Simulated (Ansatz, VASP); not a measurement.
# FeS2: VASP beside Ansatz

Contents of POSCAR:

```
FeS2
1.0
    5.2927152463      0.0000000000      0.0000000000
    0.0000000000      5.2927152463      0.0000000000
    0.0000000000      0.0000000000      5.2927152463
Fe S
4 8
Direct
    0.0000000000      0.5000000000      0.5000000000
    0.5000000000      0.5000000000      0.0000000000
    0.5000000000      0.0000000000      0.5000000000
    0.0000000000      0.0000000000      0.0000000000
    0.3849931412      0.1150068588      0.8849931412
    0.1150068588      0.8849931412      0.3849931412
    0.8849931412      0.3849931412      0.1150068588
    0.6150068588      0.6150068588      0.6150068588
    0.3849931412      0.3849931412      0.3849931412
    0.1150068588      0.6150068588      0.8849931412
    0.8849931412      0.1150068588      0.6150068588
    0.6150068588      0.8849931412      0.1150068588
```

The input INCAR.step1:

```
PREC = Accurate
ENCUT = 660
ISMEAR = 0
SIGMA = 0.01
LREAL = False
LASPH = True
NELM = 120
NBANDS = 52
GGA = PE
ALGO = Normal
EDIFF = 1E-5
LWAVE = True
LCHARG = False
GGA_COMPAT = False
```

INCAR.step2

```
PREC = Accurate
ENCUT = 660
EDIFF = 1E-6
ISMEAR = 0
SIGMA = 0.01
LREAL = False
LASPH = True
NELM = 120
ALGO = Normal
ISIF = 2
LWAVE = False
LCHARG = False
METAGGA = R2SCAN
LMIXTAU = True
NBANDS = 52
ISTART = 1
GGA_COMPAT = False
```

File KPOINTS:

```
Automatic mesh
0
Gamma
  4 4 4
```

Input for Ansatz:

```yaml
crystal:
  lattice:
    - [5.2927152463, 0.0, 0.0]
    - [0.0, 5.2927152463, 0.0]
    - [0.0, 0.0, 5.2927152463]
  atoms:
    - { symbol: Fe, position: [0.0, 0.5, 0.5] }
    - { symbol: Fe, position: [0.5, 0.5, 0.0] }
    - { symbol: Fe, position: [0.5, 0.0, 0.5] }
    - { symbol: Fe, position: [0.0, 0.0, 0.0] }
    - { symbol: S, position: [0.3849931412, 0.1150068588, 0.8849931412] }
    - { symbol: S, position: [0.1150068588, 0.8849931412, 0.3849931412] }
    - { symbol: S, position: [0.8849931412, 0.3849931412, 0.1150068588] }
    - { symbol: S, position: [0.6150068588, 0.6150068588, 0.6150068588] }
    - { symbol: S, position: [0.3849931412, 0.3849931412, 0.3849931412] }
    - { symbol: S, position: [0.1150068588, 0.6150068588, 0.8849931412] }
    - { symbol: S, position: [0.8849931412, 0.1150068588, 0.6150068588] }
    - { symbol: S, position: [0.6150068588, 0.8849931412, 0.1150068588] }
kpoints:
  mp_grid: { grid: [4, 4, 4] }
hamiltonian:
  xc: r2scan
scf:
  occupations: { method: fixed }
  n_extra_bands: 7
output:
  forces: true
  stress: true
  eigenvalues: true
```

Alike in both runs: task single point; functional r2SCAN; k mesh 4 × 4 × 4; no spin polarisation.

|  | VASP | Ansatz |
| --- | --- | --- |
| version | VASP 6.6.1 | Ansatz 0.2.0 |
| potentials or method | VASP PAW PBE potentials, release 64 (Fe, S) | plane waves, PAW |
| plane-wave cutoff (eV) | 660 | 500 |
| occupations | gaussian, width 0.01 eV | fixed |
| valence electrons in the cell | 80 | 112 |

VASP gave:

| Property | Result |
| --- | --- |
| gap on the k mesh at the Fermi level (eV) | 0.93 |
| pressure (GPa) | 11.5 |
| rms of the force components (eV/Å) | 0.042 |

Task: Which values does Ansatz return?

Result: gap on the k mesh at the Fermi level (eV): 0.91; pressure (GPa): 11.4; rms of the force components (eV/Å): 0.087.

VASP's potentials were made for PBE, not for r2SCAN. Atom by atom the forces differ by 0.046 eV/Å (rms over components). VASP's potentials hold 80 valence electrons a cell and Ansatz's 112, so a difference there can come from the potentials and not from the codes.
